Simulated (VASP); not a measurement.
# ZnSnP2 (I-42d) in VASP: notebook

Runs on ZnSnP2. Level: PBE. Tasks: single point.

All numbers are computed with VASP 6.6.1; they aren't measurements. Logs are shortened: lines on timing, memory, paths and dates and some standing lists are left out, and cuts for length are marked.

**1. The cell of the first run**

Symmetry: I-42d, No. 122, tetragonal system. Conventional cell: a = 5.650 Å, b = 5.650 Å, c = 11.327 Å, α = 90.00°, β = 90.00°, γ = 90.00°. Within 3.1 Å of Zn (site symmetry -4) lie 4 P at 2.38 Å. Within 3.3 Å of Sn (site symmetry -4) lie 4 P at 2.52 Å. Within 3.1 Å of P (site symmetry 2) lie 2 Zn at 2.38 Å and 2 Sn at 2.52 Å.

**2. Single point, PBE**

Input file INCAR:

```
SYSTEM = ZnSnP2
ALGO = Normal ; EDIFF = 1E-6
ENCUT = 500 ; GGA = PE
GGA_COMPAT = .FALSE. ; ISIF = 2
ISMEAR = -1 ; LASPH = .TRUE.
LCHARG = .FALSE. ; LREAL = .FALSE.
LWAVE = .FALSE. ; NBANDS = 46
NELM = 120 ; PREC = Accurate
SIGMA = 0.02
```

Input file KPOINTS:

```
k-points
0
G
  6 6 6
  0 0 0
```

Input file POSCAR:

```
ZnSnP2
1.0
   -2.8252090207      2.8252090207      5.6635693201
    2.8252090207     -2.8252090207      5.6635693201
    2.8252090207      2.8252090207     -5.6635693201
Zn Sn P
2 2 4
Direct
    0.7500000000      0.2500000000      0.5000000000
    0.0000000000      0.0000000000      0.0000000000
    0.2500000000      0.7500000000      0.5000000000
    0.5000000000      0.5000000000      0.0000000000
    0.3750000000      0.3532624366      0.4782624366
    0.6467375634      0.1250000000      0.0217375634
    0.1032624366      0.6250000000      0.9782624366
    0.8750000000      0.8967375634      0.5217375634
```

Potentials or basis: VASP PAW PBE potentials, release 64 (Zn, Sn_d, P).

On the command line:

```console
cat potpaw_PBE.64/Zn/POTCAR potpaw_PBE.64/Sn_d/POTCAR potpaw_PBE.64/P/POTCAR > POTCAR
mpirun -np 1 vasp_std > vasp.out
```

OUTCAR:

```text
SYSTEM = ZnSnP2
   EDIFF = 1E-6
   ENCUT = 500
   GGA = PE
   ISIF = 2
   ISMEAR = -1
   LASPH = .TRUE.
   LREAL = .FALSE.
   NELM = 120
   PREC = Accurate

 ion  position               nearest neighbor table
   1  0.750  0.250  0.500-   5 2.38   6 2.38   8 2.38   7 2.38
   2  0.000  0.000  0.000-   6 2.38   7 2.38   8 2.38   5 2.38
   3  0.250  0.750  0.500-   8 2.52   5 2.52   6 2.52   7 2.52
   4  0.500  0.500  0.000-   6 2.52   8 2.52   7 2.52   5 2.52
   5  0.375  0.353  0.478-   1 2.38   2 2.38   4 2.52   3 2.52
   6  0.647  0.125  0.022-   1 2.38   2 2.38   4 2.52   3 2.52
   7  0.103  0.625  0.978-   2 2.38   1 2.38   3 2.52   4 2.52
   8  0.875  0.897  0.522-   1 2.38   2 2.38   3 2.52   4 2.52

  LATTYP: Found a body centered tetragonal cell.
 ALAT       =     5.6504180414
 C/A-ratio  =     2.0046549755

  Lattice vectors:

 A1 = (  -2.8252090207,   2.8252090207,   5.6635693201)
 A2 = (   2.8252090207,  -2.8252090207,   5.6635693201)
 A3 = (   2.8252090207,   2.8252090207,  -5.6635693201)

Analysis of symmetry for initial positions (statically):
=====================================================================
 Subroutine PRICEL returns:
 Original cell was already a primitive cell.

 Routine SETGRP: Setting up the symmetry group for a
 body centered tetragonal supercell.

 Subroutine GETGRP returns: Found  8 space group operations
 (whereof  4 operations were pure point group operations)
 out of a pool of 16 trial point group operations.

The static configuration has the point symmetry S_4 .
 The point group associated with its full space group is D_2d.

Analysis of symmetry for dynamics (positions and initial velocities):
=====================================================================
 Subroutine PRICEL returns:
 Original cell was already a primitive cell.

 Routine SETGRP: Setting up the symmetry group for a
 body centered tetragonal supercell.

 Subroutine GETGRP returns: Found  8 space group operations
 (whereof  4 operations were pure point group operations)
 out of a pool of 16 trial point group operations.

The dynamic configuration has the point symmetry S_4 .
 The point group associated with its full space group is D_2d.

 Subroutine INISYM returns: Found  8 space group operations
 (whereof  4 operations are pure point group operations),
 and found     1 'primitive' translations

[... 109 lines left out ...]
   NSW    =      0    number of steps for IOM
   IBRION =     -1    ionic relax: 0-MD 1-quasi-New 2-CG
   NFREE  =      0    steps in history (QN), initial steepest desc. (CG)
   ISIF   =      2    stress and relaxation
   ISYM   =      2    0-nonsym 1-usesym 2-fastsym
   POTIM  = 0.5000    time-step for ionic-motion
   TEBEG  =    0.0;   TEEND  =   0.0 temperature during run
   PSTRESS=    0.0 pullay stress
   NELECT =      72.0000    total number of electrons
   NUPDOWN=      -1.0000    fix difference up-down
   EMIN   =  10.00;   EMAX   =-10.00  energy-range for DOS
   EFERMI =   0.00;   METHOD = LEGACY
   ISMEAR =    -1;   SIGMA  =   0.02  broadening in eV -4-tet -1-fermi 0-gaus
   EFERMI_NEDOS =   21; number of points for ismear=-14 and -15
   IALGO  =     38    algorithm
   IMIX   =      4    mixing-type and parameters
     AMIX     =   0.40;   BMIX     =  1.00
     AMIX_MAG =   1.60;   BMIX_MAG =  1.00
  volume/ion in A,a.u.               =      22.60       152.53
  Fermi-wavevector in a.u.,A,eV,Ry     =   1.204394  2.275974 19.736129  1.450565
  Thomas-Fermi vector in A             =   2.340120
   LORBIT       =      0    0 simple, 1 ext, 2 COOP (PROOUT), +10 PAW based schemes
   GGA     = PE    functional components
   LHFCALC =     F    Hartree Fock is set to
   AEXX    =    0.0000 exact exchange contribution
   IVDW    =     0    specifies the selected vdW correction
   LEPSILON=     F    determine dielectric tensor
   LRPA    =     F    only Hartree local field effects (RPA)
 non-spin polarized calculation
  energy-cutoff  :      500.00
  volume of cell :      180.82
 maximum number of plane-waves:      4616
 NGX is ok and might be reduce to    54
   NGX = 25   NGY = 25   NGZ = 25

 number of electron      72.0000018 magnetization

 Free energy of the ion-electron system (eV)
  ---------------------------------------------------
  ext. energy  EPLUGINS =         0.00000000
  ---------------------------------------------------
  free energy    TOTEN  =       -33.02628447 eV

  energy without entropy =      -33.02628447  energy(sigma->0) =      -33.02628447

 E-fermi :   5.1513     XC(G=0):  -9.5401

 val. band max:        4.6771406676   @ k =   0.0000   0.0000   0.0000
 cond. band min:       5.5210523509   @ k =   0.0000   0.0000   0.0000
 fundamental gap:      0.8439116833
 Fermi energy:         5.1512894339

 k-point     1 :       0.0000    0.0000    0.0000
  band No.  band energies     occupation
      1     -16.8910      2.00000
      2     -16.8910      2.00000
      3     -16.8907      2.00000
      4     -16.8714      2.00000
      5     -16.8606      2.00000
      6     -16.8606      2.00000
[... 1165 lines left out ...]
     45       9.0856      0.00000
     46       9.5574      0.00000

 [... further k-points ...]

------------------------ aborting loop because EDIFF is reached ----------------------------------------

  FORCE on cell =-STRESS in cart. coord.  units (eV):
  Direction    XX          YY          ZZ          XY          YZ          ZX
  --------------------------------------------------------------------------------------
  -------------------------------------------------------------------------------------
  Total        2.2655953      2.2655953      2.2518738      0.0000000      0.0000000      0.0000000
  in kB       20.0743524     20.0743524     19.9527722      0.0000000      0.0000000      0.0000000
  external PRESSURE =      20.0338256 kB  Pullay stress =       0.0000000 kB

 VOLUME and BASIS-vectors are now :
 -----------------------------------------------------------------------------
  energy-cutoff  :      500.00
  volume of cell :      180.82
      direct lattice vectors                 reciprocal lattice vectors
    -2.825209021  2.825209021  5.663569320     0.000000000  0.176978056  0.088283549
     2.825209021 -2.825209021  5.663569320     0.176978056  0.000000000  0.088283549
     2.825209021  2.825209021 -5.663569320     0.176978056  0.176978056  0.000000000

 POSITION                                       TOTAL-FORCE (eV/Angst)
 -----------------------------------------------------------------------------------
      0.00000      2.82521      2.83178        -0.000000      0.000000      0.000000
      0.00000      0.00000      0.00000        -0.000000      0.000000      0.000000
      2.82521      0.00000      2.83178        -0.000000      0.000000     -0.000000
      0.00000      0.00000      5.66357        -0.000000      0.000000     -0.000000
      1.28978      1.41260      1.41589        -0.062891      0.000000     -0.000000
     -1.41260      1.53543      4.24768        -0.000000      0.062891      0.000000
      4.23781      1.28978     -1.41589        -0.000000     -0.062891     -0.000000
      1.53543      1.41260      7.07946         0.062891      0.000000      0.000000
 -----------------------------------------------------------------------------------
    total drift:                                0.000001      0.000001      0.000001

  FREE ENERGIE OF THE ION-ELECTRON SYSTEM (eV)
  ---------------------------------------------------
  free  energy   TOTEN  =       -33.0262844719 eV

  energy  without entropy=      -33.0262844718  energy(sigma->0) =      -33.02628447
```

OSZICAR:

```text
N       E                     dE             d eps       ncg     rms          rms(c)
DAV:   1     0.658396856813E+03    0.65840E+03   -0.32330E+04  2812   0.192E+03
DAV:   2     0.671447260849E+02   -0.59125E+03   -0.57319E+03  2768   0.518E+02
DAV:   3    -0.289150899786E+02   -0.96060E+02   -0.93966E+02  3058   0.180E+02
DAV:   4    -0.343478684316E+02   -0.54328E+01   -0.53987E+01  3386   0.438E+01
DAV:   5    -0.344796992525E+02   -0.13183E+00   -0.13168E+00  3330   0.734E+00    0.102E+01
DAV:   6    -0.330562024217E+02    0.14235E+01   -0.33533E+00  3964   0.314E+01    0.701E+00
DAV:   7    -0.330346479080E+02    0.21555E-01   -0.24183E+00  3336   0.779E+00    0.308E+00
DAV:   8    -0.330249607804E+02    0.96871E-02   -0.88320E-02  3104   0.186E+00    0.147E+00
DAV:   9    -0.330259909898E+02   -0.10302E-02   -0.26908E-02  3490   0.696E-01    0.259E-01
DAV:  10    -0.330258068507E+02    0.18414E-03   -0.24944E-03  3424   0.415E-01    0.104E-01
DAV:  11    -0.330262052184E+02   -0.39837E-03   -0.47946E-04  3338   0.112E-01    0.512E-02
DAV:  12    -0.330262785408E+02   -0.73322E-04   -0.10786E-04  2916   0.652E-02    0.150E-02
DAV:  13    -0.330262838322E+02   -0.52913E-05   -0.19189E-05  3066   0.456E-02    0.709E-03
DAV:  14    -0.330262844719E+02   -0.63970E-06   -0.45878E-06  2882   0.254E-02
   1 F= -.33026284E+02 E0= -.33026284E+02  d E =-.344144E-10
```

stdout:

```text
POSCAR found type information on POSCAR ZnSnP
 POSCAR found :  3 types and       8 ions
 scaLAPACK will be used
 LDA part: xc-table for (Slater+PW92), standard interpolation
 POSCAR, INCAR and KPOINTS ok, starting setup
 FFT: planning ... GRIDC
 FFT: planning ... GRID_SOFT
 FFT: planning ... GRID
 WAVECAR not read
 entering main loop
```

Wall time 4.7 min (1 thread of Intel Xeon Platinum 8488C (Sapphire Rapids), shared host); peak memory 0.52 GiB.

Results:

```
Free energy            : -33.0263 eV
Pressure               : 2.0 GPa
Largest force          : 0.063 eV/Å
Band gap on the k mesh : 0.84 eV
```

Forces on the atoms (eV/Å):
```
Zn   0.000  0.000  0.000
Zn   0.000  0.000  0.000
Sn   0.000  0.000  0.000
Sn   0.000  0.000  0.000
P   -0.063  0.000  0.000
P    0.000  0.063  0.000
P    0.000 -0.063  0.000
P    0.063  0.000  0.000
```

Caveat: spin-orbit coupling is left out, which moves the levels of the heavy elements. A k mesh can miss the band edges.

**3. Single point, PBE, non-collinear spin, zero start, spin-orbit coupling**

Input file INCAR:

```
ALGO = Normal
EDIFF = 1E-6
ENCUT = 500
GGA = PE
GGA_COMPAT = F
ISIF = 2
ISMEAR = -1
KPAR = 4
LASPH = T
LCHARG = F
LNONCOLLINEAR = T
LORBIT = 11
LORBMOM = T
LREAL = F
LSORBIT = T
LWAVE = F
MAGMOM = 0 0 0 0 0 0 0 0 0 0 0 0 0 0 0 0 0 0 0 0 0 0 0 0
NBANDS = 90
NELM = 200
PREC = Accurate
SIGMA = 0.02
```

Input file KPOINTS:

```
k-points
0
Gamma
  6 6 6
```

POSCAR is that of step 2.

Potentials or basis: VASP PAW PBE potentials, release 64 (Zn, Sn_d, P).

On the command line:

```console
cat potpaw_PBE.64/Zn/POTCAR potpaw_PBE.64/Sn_d/POTCAR potpaw_PBE.64/P/POTCAR > POTCAR
mpirun -np 4 vasp_ncl > vasp.out
```

OUTCAR:

```text
EDIFF = 1E-6
   ENCUT = 500
   GGA = PE
   ISIF = 2
   ISMEAR = -1
   LASPH = T
   LNONCOLLINEAR = T
   LORBIT = 11
   LREAL = F
   LSORBIT = T
   NELM = 200
   PREC = Accurate

 ion  position               nearest neighbor table
   1  0.750  0.250  0.500-   5 2.38   6 2.38   8 2.38   7 2.38
   2  0.000  0.000  0.000-   6 2.38   7 2.38   8 2.38   5 2.38
   3  0.250  0.750  0.500-   8 2.52   5 2.52   6 2.52   7 2.52
   4  0.500  0.500  0.000-   6 2.52   8 2.52   7 2.52   5 2.52
   5  0.375  0.353  0.478-   1 2.38   2 2.38   4 2.52   3 2.52
   6  0.647  0.125  0.022-   1 2.38   2 2.38   4 2.52   3 2.52
   7  0.103  0.625  0.978-   2 2.38   1 2.38   3 2.52   4 2.52
   8  0.875  0.897  0.522-   1 2.38   2 2.38   3 2.52   4 2.52

  LATTYP: Found a body centered tetragonal cell.
 ALAT       =     5.6504180414
 C/A-ratio  =     2.0046549755

  Lattice vectors:

 A1 = (  -2.8252090207,   2.8252090207,   5.6635693201)
 A2 = (   2.8252090207,  -2.8252090207,   5.6635693201)
 A3 = (   2.8252090207,   2.8252090207,  -5.6635693201)

Analysis of symmetry for initial positions (statically):
=====================================================================
 Subroutine PRICEL returns:
 Original cell was already a primitive cell.
[... 2539 lines left out ...]
     0.0000000     0.0000000     0.0000000     0.0000000     0.0000000     0.0000000     0.0000000
     0.0000000     0.0000000     0.0000000     0.0000000     0.0000000     0.0000000     0.0000000
     0.0000000     0.0000000     0.0000000     0.0000000     0.0000000     0.0000000     0.0000000
     0.0000000     0.0000000     0.0000000     0.0000000     0.0000000     0.0000000     0.0000000
     0.0000000     0.0000000     0.0000000     0.0000000     0.0000000     0.0000000     0.0000000
     0.0000000     0.0000000     0.0000000     0.0000000     0.0000000     0.0000000     0.0000000

 total charge

# of ion       s       p       d       tot
------------------------------------------
    1        0.571   0.532   9.750  10.853
    2        0.571   0.532   9.750  10.853
    3        1.111   1.197  10.049  12.357
    4        1.111   1.197  10.049  12.357
    5        1.039   1.475   0.000   2.515
    6        1.039   1.475   0.000   2.515
    7        1.039   1.475   0.000   2.515
    8        1.039   1.475   0.000   2.515
--------------------------------------------------
tot          7.522   9.360  39.597  56.479

 magnetization (x)

# of ion       s       p       d       tot
------------------------------------------
    1        0.000   0.000   0.000   0.000
    2        0.000   0.000   0.000   0.000
    3        0.000  -0.000  -0.000  -0.000
    4        0.000   0.000  -0.000   0.000
    5       -0.000  -0.000   0.000  -0.000
    6        0.000   0.000   0.000   0.000
    7        0.000  -0.000   0.000  -0.000
    8        0.000   0.000   0.000   0.000
--------------------------------------------------
tot          0.000   0.000  -0.000   0.000

 magnetization (y)

# of ion       s       p       d       tot
------------------------------------------
    1       -0.000   0.000   0.000  -0.000
    2       -0.000  -0.000   0.000  -0.000
    3       -0.000   0.000   0.000   0.000
    4        0.000   0.000   0.000   0.000
    5        0.000   0.000   0.000   0.000
    6       -0.000  -0.000   0.000  -0.000
    7        0.000   0.000   0.000   0.000
    8       -0.000  -0.000   0.000  -0.000
--------------------------------------------------
tot         -0.000   0.000   0.000   0.000

 magnetization (z)

# of ion       s       p       d       tot
------------------------------------------
    1       -0.000  -0.000  -0.000  -0.000
    2        0.000   0.000   0.000   0.000
    3        0.000   0.000   0.000   0.000
    4       -0.000  -0.000  -0.000  -0.000
    5       -0.000   0.000   0.000  -0.000
    6        0.000   0.000   0.000   0.000
    7        0.000  -0.000   0.000   0.000
    8        0.000   0.000   0.000   0.000
--------------------------------------------------
tot         -0.000   0.000   0.000   0.000
```

OSZICAR:

```text
N       E                     dE             d eps       ncg     rms          rms(c)
DAV:   1     0.765049458197E+03    0.76505E+03   -0.30443E+04  7638   0.197E+03
DAV:   2     0.113392891614E+03   -0.65166E+03   -0.62826E+03  7380   0.572E+02
DAV:   3    -0.231536921735E+02   -0.13655E+03   -0.12945E+03  8050   0.211E+02
DAV:   4    -0.341637803289E+02   -0.11010E+02   -0.10821E+02  8744   0.621E+01
DAV:   5    -0.345697864359E+02   -0.40601E+00   -0.40404E+00  8790   0.121E+01    0.103E+01
DAV:   6    -0.331524851687E+02    0.14173E+01   -0.32847E+00 10774   0.324E+01    0.705E+00
DAV:   7    -0.331466002281E+02    0.58849E-02   -0.27279E+00  9102   0.802E+00    0.317E+00
DAV:   8    -0.331350747879E+02    0.11525E-01   -0.97163E-02  8406   0.192E+00    0.168E+00
DAV:   9    -0.331344417056E+02    0.63308E-03   -0.30325E-02  9608   0.995E-01    0.624E-01
DAV:  10    -0.331351678260E+02   -0.72612E-03   -0.22737E-03  8636   0.371E-01    0.170E-01
DAV:  11    -0.331352953364E+02   -0.12751E-03   -0.41964E-04  9640   0.153E-01    0.900E-02
DAV:  12    -0.331355902762E+02   -0.29494E-03   -0.29403E-04  8064   0.756E-02    0.171E-02
DAV:  13    -0.331356193299E+02   -0.29054E-04   -0.41770E-05  8216   0.423E-02    0.970E-03
DAV:  14    -0.331356225479E+02   -0.32181E-05   -0.74645E-06  7960   0.233E-02    0.581E-03
DAV:  15    -0.331356233543E+02   -0.80643E-06   -0.19385E-06  6912   0.999E-03
   1 F= -.33135623E+02 E0= -.33135623E+02  d E =-.140715E-10  mag=    -0.0000     0.0000     0.0000
```

stdout:

```text
POSCAR found type information on POSCAR ZnSnP
 POSCAR found :  3 types and       8 ions
 scaLAPACK will be used
 LDA part: xc-table for (Slater+PW92), standard interpolation
 POSCAR, INCAR and KPOINTS ok, starting setup
 FFT: planning ... GRIDC
 FFT: planning ... GRID_SOFT
 FFT: planning ... GRID
 WAVECAR not read
 entering main loop
```

Run time: 19 min. Hardware: 4 MPI ranks of Intel Xeon Platinum 8259CL at 2.50GHz (Skylake/Cascade Lake), shared host; peak memory 1.6 GiB.

Results:

```
Free energy                                           : -33.1356 eV
Pressure                                              : 2.0 GPa
Largest force                                         : 0.061 eV/Å
Net moment                                            : 0.00 μB per cell
Valence electrons inside the program's atomic spheres : Zn 10.85; Sn 12.36; P 2.52
```

Forces on the atoms (eV/Å):
```
Zn   0.000  0.000  0.000
Zn   0.000  0.000  0.000
Sn   0.000  0.000  0.000
Sn   0.000  0.000  0.000
P   -0.061  0.000  0.000
P    0.000  0.061  0.000
P    0.000 -0.061  0.000
P    0.061  0.000  0.000
```

Moments on the atoms (μB; x, y, z):
```
Zn  0.00 0.00 0.00
Zn  0.00 0.00 0.00
Sn  0.00 0.00 0.00
Sn  0.00 0.00 0.00
P   0.00 0.00 0.00
P   0.00 0.00 0.00
P   0.00 0.00 0.00
P   0.00 0.00 0.00
```
